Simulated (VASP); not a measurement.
Pt, 1 atom in the cell. It takes space group Fm-3m (No. 225, cubic). The conventional cell has a = 3.818 Å, b = 3.818 Å, c = 3.818 Å, α = 90.00°, β = 90.00°, γ = 90.00°. Within 3.6 Å of Pt (site symmetry m-3m) lie 12 Pt at 2.70 Å.  This cell differs from its parent crystal: strain -0.025 along x and y, -0.025 along z.

```yaml
Program: VASP 6.6.1
Task: single point
Functional: PBE
Potentials_or_basis: VASP PAW PBE potentials, release 64 (Pt)
Cutoff: 520 eV
k_mesh: 20 × 20 × 20
Occupations: gaussian, width 0.15 eV
Spin: no spin polarisation
Dipole_correction: no
Further_INCAR_settings: ALGO = Normal; EDIFF = 1e-07; NBANDS = 11
```

Potentials or basis: VASP PAW PBE potentials, release 64 (Pt).

Launch:

```sh
$ cat potpaw_PBE.64/Pt/POTCAR > POTCAR
$ mpirun -np 1 vasp_std > vasp.out
```

Hardware: 1 thread of Intel Xeon 8259CL, on a shared host.

How long does it take, and how much memory?

Wall time 41 s on 1 thread of Intel Xeon 8259CL (shared host), peak memory 0.16 GiB. Counts: scf iterations 12, k points 256.
